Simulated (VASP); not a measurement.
Set up this calculation in VASP 6.6.1, as the native input.

| Item | Value |
| --- | --- |
| Task | single point |
| Functional | r2SCAN |
| Potentials or basis | VASP PAW PBE potentials, release 64 (Cu, Al) |
| Cutoff | 520 eV |
| k mesh | 9 × 9 × 9 |
| Occupations | fermi-dirac, width 0.05 eV |
| Spin | no spin polarisation |
| Dipole correction | no |
| Further INCAR settings | ALGO = Normal; EDIFF = 1e-06; NBANDS = 16 |

Al2Cu:

```
Cu Al
1.0
    -2.05706    2.05706    2.88861
     2.05706   -2.05706    2.88861
     2.05706    2.05706   -2.88861
Cu Al
1 2
Direct
  0.50000 0.50000 0.00000
  0.25000 0.75000 0.50000
  0.75000 0.25000 0.50000
```

One way to write it, as run:

POSCAR

```
Al2Cu
1.0
   -2.0570555311      2.0570555311      2.8886126973
    2.0570555311     -2.0570555311      2.8886126973
    2.0570555311      2.0570555311     -2.8886126973
Cu Al
1 2
Direct
    0.5000000000      0.5000000000      0.0000000000
    0.2500000000      0.7500000000      0.5000000000
    0.7500000000      0.2500000000      0.5000000000
```

INCAR.step1

```
PREC = Accurate ; ENCUT = 520
ISMEAR = -1 ; SIGMA = 0.05
LREAL = F ; LASPH = T
NELM = 80 ; NBANDS = 16
GGA = PE ; ALGO = Normal
EDIFF = 1E-4 ; LWAVE = T
LCHARG = F
```

INCAR.step2

```
PREC = Accurate ; ENCUT = 520
EDIFF = 1E-6 ; ISMEAR = -1
SIGMA = 0.05 ; LREAL = F
LASPH = T ; NELM = 80
ALGO = Normal ; ISIF = 2
LWAVE = F ; LCHARG = F
METAGGA = R2SCAN ; LMIXTAU = T
NBANDS = 16 ; ISTART = 1
```

KPOINTS

```
Automatic mesh
0
Gamma
  9 9 9
```

Potentials or basis: VASP PAW PBE potentials, release 64 (Cu, Al).

Launch:

```sh
$ cat potpaw_PBE.64/Cu/POTCAR potpaw_PBE.64/Al/POTCAR > POTCAR
$ cp INCAR.step1 INCAR
$ mpirun -np 1 vasp_std > vasp.out
$ cp INCAR.step2 INCAR
$ mpirun -np 1 vasp_std > vasp.out
```

It gave:

```yaml
Pressure: -3.6 GPa
```

Caveat: the PAW data sets were made with another functional, which shifts forces and pressure a little.

Run time: 2.1 min on 1 thread of AMD EPYC 9R45 96-Core Processor (Zen 5) (shared host), peak memory 0.18 GiB.
